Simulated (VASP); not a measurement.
Set up this calculation in VASP 6.6.1, as the native input.

- Task: single point
- Functional: revPBE
- Potentials or basis: VASP PAW PBE potentials, release 64 (Na_pv)
- Cutoff: 500 eV
- k mesh: 10 × 10 × 10
- Occupations: fermi-dirac, width 0.1 eV
- Spin: no spin polarisation
- Dipole correction: no
- Further INCAR settings: ALGO = Normal; EDIFF = 1e-06; NBANDS = 10

The structure of Na lies in POSCAR:

```
Na
1.0
    3.4856343924      0.0000000000      0.0000000000
    0.0000000000      3.4856343924      0.0000000000
    0.0000000000      0.0000000000      3.4856343924
Na
1
Direct
    0.0000000000      0.0000000000      0.0000000000
```

These files were run (other wordings do the same):

INCAR

```
PREC = Accurate
ENCUT = 500
EDIFF = 1E-6
ISMEAR = -1
SIGMA = 0.1
LREAL = F
LASPH = T
NELM = 120
ALGO = Normal
ISIF = 2
LWAVE = F
LCHARG = F
GGA = RE
NBANDS = 10
GGA_COMPAT = F
```

KPOINTS

```
Automatic mesh
0
Gamma
  10 10 10
```

Potentials or basis: VASP PAW PBE potentials, release 64 (Na_pv).

Run with:

```console
$ cat potpaw_PBE.64/Na_pv/POTCAR > POTCAR
$ mpirun -np 1 vasp_std > vasp.out
```

Results of the run:

```json
{"Pressure": "0.0 GPa"}
```

Caveat: the PAW data sets were made with another functional, which shifts forces and pressure a little.

It took 6.8 s on 1 thread of AMD EPYC 9R45 96-Core Processor (Zen 5), with other jobs on the host, peak memory 0.12 GiB.
